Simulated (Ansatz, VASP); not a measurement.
**ZnO in VASP and in Ansatz**

The input POSCAR:

```
ZnO
1.0
    2.6461709623      0.0000000000      0.0000000000
    0.0000000000      2.6461709623      0.0000000000
    0.0000000000      0.0000000000      2.6461709623
Zn O
1 1
Direct
    0.0000000000      0.0000000000      0.0000000000
    0.5000000000      0.5000000000      0.5000000000
```

INCAR.step1

```
SYSTEM = ZnO
  PREC = Accurate
  ENCUT = 520
  EDIFF = 1E-5
  ISMEAR = -1
  SIGMA = 0.02
  LREAL = .False.
  LASPH = .True.
  NELM = 60
  ALGO = Normal
  ISIF = 2
  LWAVE = .True.
  NBANDS = 16
  GGA = PE
```

Contents of INCAR.step2:

```
SYSTEM = ZnO
  PREC = Accurate
  ENCUT = 520
  EDIFF = 1E-7
  ISMEAR = -1
  SIGMA = 0.02
  LREAL = .False.
  LASPH = .True.
  NELM = 60
  ALGO = Normal
  ISIF = 2
  LWAVE = .False.
  LCHARG = .True.
  GGA = PE
  LHFCALC = .True.
  HFSCREEN = 0.2079
  PRECFOCK = Normal
  LELF = .True.
  LVHAR = .True.
  NBANDS = 16
  ISTART = 1
```

The input KPOINTS:

```
Automatic mesh
0
Gamma
  4 4 4
  0 0 0
```

Input for Ansatz:

```yaml
crystal:
  lattice:
    - [2.6461709623, 0.0, 0.0]
    - [0.0, 2.6461709623, 0.0]
    - [0.0, 0.0, 2.6461709623]
  atoms:
    - { symbol: Zn, position: [0.0, 0.0, 0.0] }
    - { symbol: O, position: [0.5, 0.5, 0.5] }
kpoints:
  mp_grid: { grid: [4, 4, 4] }
hamiltonian:
  xc: hse06
scf:
  occupations: { method: fermi_dirac, width: 0.02 }
  n_extra_bands: 4
output:
  forces: true
  stress: true
  eigenvalues: true
```

Alike in both runs: task single point; functional HSE06; k mesh 4 × 4 × 4; occupations fermi-dirac, width 0.02 eV; no spin polarisation.

|  | VASP | Ansatz |
| --- | --- | --- |
| version | VASP 6.6.1 | Ansatz 0.2.0 |
| potentials or method | VASP PAW PBE potentials, release 64 (Zn, O) | plane waves, PAW |
| plane-wave cutoff (eV) | 520 | 420 |
| valence electrons in the cell | 18 | 18 |

VASP gave:

```
gap on the k mesh at the Fermi level (eV) : 0.85
pressure (GPa)                            : 1.1
```

Estimate Ansatz's values.

gap on the k mesh at the Fermi level (eV): 0.88; pressure (GPa): 0.0.

Ansatz's warnings: stress exchange threshold loose, stress scf threshold loose.

The k mesh is coarse, so the values compare programs but aren't converged.
